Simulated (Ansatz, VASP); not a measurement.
# Cl in VASP and in Ansatz

File INCAR:

```
PREC = Accurate ; ENCUT = 520
EDIFF = 1E-6 ; ISMEAR = -1
SIGMA = 0.1 ; LREAL = F
LASPH = T ; NELM = 100
ALGO = Normal ; ISIF = 2
LWAVE = F ; LCHARG = F
GGA = PE ; NBANDS = 10
```

KPOINTS

```
regular mesh
0
Gamma
  15 15 15
```

File POSCAR:

```
Cl
1.0
    2.3489070547      0.0000000000      0.0000000000
    0.0000000000      2.3489070547      0.0000000000
    0.0000000000      0.0000000000      2.3489070547
Cl
1
Direct
    0.0000000000      0.0000000000      0.0000000000
```

Input for Ansatz:

```yaml
crystal:
  lattice:
    - [2.3489070547, 0.0, 0.0]
    - [0.0, 2.3489070547, 0.0]
    - [0.0, 0.0, 2.3489070547]
  atoms:
    - { symbol: Cl, position: [0.0, 0.0, 0.0] }
kpoints:
  mp_grid: { grid: [15, 15, 15] }
scf:
  occupations: { method: fermi_dirac, width: 0.1 }
hamiltonian:
  xc: pbe
  pseudopotentials: { kind: all_electron, lapw: { basis_error: 0.001 } }
output:
  forces: true
  stress: true
  eigenvalues: true
  populations: true
```

Change from the starting cell: volume scaled by 0.55, LAPW.

Alike in both runs: task single point; functional PBE; k mesh 15 × 15 × 15; occupations fermi-dirac, width 0.1 eV; no spin polarisation.

|  | VASP | Ansatz |
| --- | --- | --- |
| version | VASP 6.6.1 | Ansatz 0.2.0 |
| potentials or method | VASP PAW PBE potentials, release 64 (Cl), cutoff 520 eV | all-electron LAPW, scalar-relativistic |

|  | VASP | Ansatz | Ansatz less VASP |
| --- | --- | --- | --- |
| pressure (GPa) | 85.6 | 86.2 | +0.60 |

Both programs put the cell under a high pressure, so it lies far from rest at this level. Ansatz ran all-electron here, and VASP with PAW potentials.

Noted on VASP's run: the cell as given lies far from equilibrium.
